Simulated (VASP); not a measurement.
Input of a VASP 6.6.1 run:

File POSCAR:

```
CO2
1.0
   -1.7759000000      1.7759000000      2.9592000000
    1.7759000000     -1.7759000000      2.9592000000
    1.7759000000      1.7759000000     -2.9592000000
C O
2 4
Direct
    0.0000000000      0.0000000000      0.0000000000
    0.7500000000      0.2500000000      0.5000000000
    0.3750000000      0.3390000000      0.4640000000
    0.6610000000      0.1250000000      0.0360000000
    0.8750000000      0.9110000000      0.5360000000
    0.0890000000      0.6250000000      0.9640000000
```

INCAR.step1

```
SYSTEM = CO2
PREC     = Accurate       ! precision mode
ENCUT    = 600            ! plane-wave cutoff, eV
ISMEAR   = 0              ! smearing method
SIGMA    = 0.1            ! smearing width, eV
LREAL    = .False.        ! projectors in reciprocal space
LASPH    = .True.         ! aspherical terms in the spheres
NELM     = 100            ! most SCF steps
GGA      = PE             ! functional
ALGO     = Normal         ! electronic algorithm
EDIFF    = 1E-4           ! SCF threshold, eV
LWAVE    = .True.         ! write WAVECAR
LCHARG   = .False.        ! write CHGCAR
```

Contents of INCAR.step2:

```
SYSTEM = CO2
PREC     = Accurate       ! precision mode
ENCUT    = 600            ! plane-wave cutoff, eV
EDIFF    = 1E-7           ! SCF threshold, eV
ISMEAR   = 0              ! smearing method
SIGMA    = 0.1            ! smearing width, eV
LREAL    = .False.        ! projectors in reciprocal space
LASPH    = .True.         ! aspherical terms in the spheres
NELM     = 100            ! most SCF steps
ALGO     = Normal         ! electronic algorithm
ISIF     = 3              ! what is computed and relaxed
LWAVE    = .False.        ! write WAVECAR
LCHARG   = .False.        ! write CHGCAR
METAGGA  = R2SCAN         ! meta-GGA
LMIXTAU  = .True.       
IBRION   = 2              ! ionic algorithm
NSW      = 100            ! ionic steps
EDIFFG   = -0.05          ! ionic threshold
ISTART   = 1
```

KPOINTS

```
Automatic mesh
0
Gamma
  8 8 8
  0 0 0
```

Potentials or basis: VASP PAW PBE potentials, release 64 (C, O).

Command:

```sh
$ cat potpaw_PBE.64/C/POTCAR potpaw_PBE.64/O/POTCAR > POTCAR
$ cp INCAR.step1 INCAR
$ mpirun -np 1 vasp_std > vasp.out
$ cp INCAR.step2 INCAR
$ mpirun -np 1 vasp_std > vasp.out
```

Question: Estimate the relaxed volume.

Answer: 7.61 Å³/atom.

Question: What does it give for the band gap on the k mesh?

Answer: 8.44 eV, indirect (least direct gap 8.84 eV).

Stress tensor (GPa, compression positive):
```
-0.07  0.00  0.00
 0.00 -0.07  0.00
 0.00  0.00  0.03
```

Caveat: the volume moved by over 15 % at a fixed basis, so the end points are rough; the PAW data sets were made with another functional, which shifts forces and pressure a little; the volume moved by +22 % from the deposited cell, more than functionals usually miss. Zero-point motion and thermal expansion aren't in these numbers.
